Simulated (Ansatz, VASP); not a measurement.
## Two plane-wave programs on MgI2

POSCAR

```
MgI2
1.0
    4.1566377955      0.0000000000      0.0000000000
   -2.0783188977      3.5997539252      0.0000000000
    0.0000000000      0.0000000000      6.8756120274
Mg I
1 2
Direct
    0.0000000000      0.0000000000      0.0000000000
    0.3333333333      0.6666666667      0.2425739793
    0.6666666667      0.3333333333      0.7574260207
```

The input INCAR.step1:

```
SYSTEM = MgI2
PREC = Accurate
ENCUT = 520
EDIFF = 1E-5
ISMEAR = 0
SIGMA = 0.01
LREAL = .FALSE.
LASPH = .TRUE.
NELM = 80
ALGO = Normal
ISIF = 2
LWAVE = .TRUE.
LCHARG = .FALSE.
NBANDS = 15
GGA = PE
```

File INCAR.step2:

```
SYSTEM = MgI2
PREC = Accurate
ENCUT = 520
EDIFF = 1E-6
ISMEAR = 0
SIGMA = 0.01
LREAL = .FALSE.
LASPH = .TRUE.
NELM = 80
ALGO = Normal
ISIF = 2
LWAVE = .FALSE.
LCHARG = .FALSE.
GGA = PE
LHFCALC = .TRUE.
AEXX = 0.35
HFSCREEN = 0.1
PRECFOCK = Normal
NBANDS = 15
ISTART = 1
```

Contents of KPOINTS:

```
Automatic mesh
0
G
  6 6 2
  0 0 0
```

Input for Ansatz:

```yaml
crystal:
  lattice:
    - [4.1566377955, 0.0, 0.0]
    - [-2.0783188977, 3.5997539252, 0.0]
    - [0.0, 0.0, 6.8756120274]
  atoms:
    - { symbol: Mg, position: [0.0, 0.0, 0.0] }
    - { symbol: I, position: [0.3333333333, 0.6666666667, 0.2425739793] }
    - { symbol: I, position: [0.6666666667, 0.3333333333, 0.7574260207] }
kpoints:
  mp_grid: { grid: [6, 6, 2] }
hamiltonian:
  xc: { exchange: pbe, correlation: pbe, exx: { coeff: 0.35, omega: 0.1 } }
scf:
  occupations: { method: fixed }
  n_extra_bands: 4
output:
  forces: true
  stress: true
  eigenvalues: true
```

Alike in both runs: task single point; functional PBE-based screened hybrid with a share of 0.35 of exact exchange and HFSCREEN = 0.1; k mesh 6 × 6 × 2; no spin polarisation.

|  | VASP | Ansatz |
| --- | --- | --- |
| version | VASP 6.6.1 | Ansatz 0.2.0 |
| potentials or method | VASP PAW PBE potentials, release 64 (Mg, I) | plane waves |
| plane-wave cutoff (eV) | 520 | 420 |
| occupations | gaussian, width 0.01 eV | fixed |
| valence electrons in the cell | 16 | 44 |

Ansatz gave:

| Quantity | Value |
| --- | --- |
| gap on the k mesh at the Fermi level (eV) | 5.37 |
| pressure (GPa) | 0.1 |
| traceless stress, the component that is largest in VASP (GPa) | 0.11 |
| rms of the force components (eV/Å) | 0.076 |

Task: Estimate VASP's values.

Result: gap on the k mesh at the Fermi level (eV): 5.35; pressure (GPa): -0.1; traceless stress, the component that is largest in VASP (GPa): 0.09; rms of the force components (eV/Å): 0.087.

VASP's potentials were made for PBE, not for PBE-based screened hybrid. Atom by atom the forces differ by 0.011 eV/Å (rms over components). VASP's potentials hold 16 valence electrons a cell and Ansatz's 44, so a difference there can come from the potentials and not from the codes. Ansatz's warnings: stress exchange threshold loose, stress scf threshold loose.

The k mesh is coarse, so the values compare programs but aren't converged. Spin-orbit coupling is off throughout.
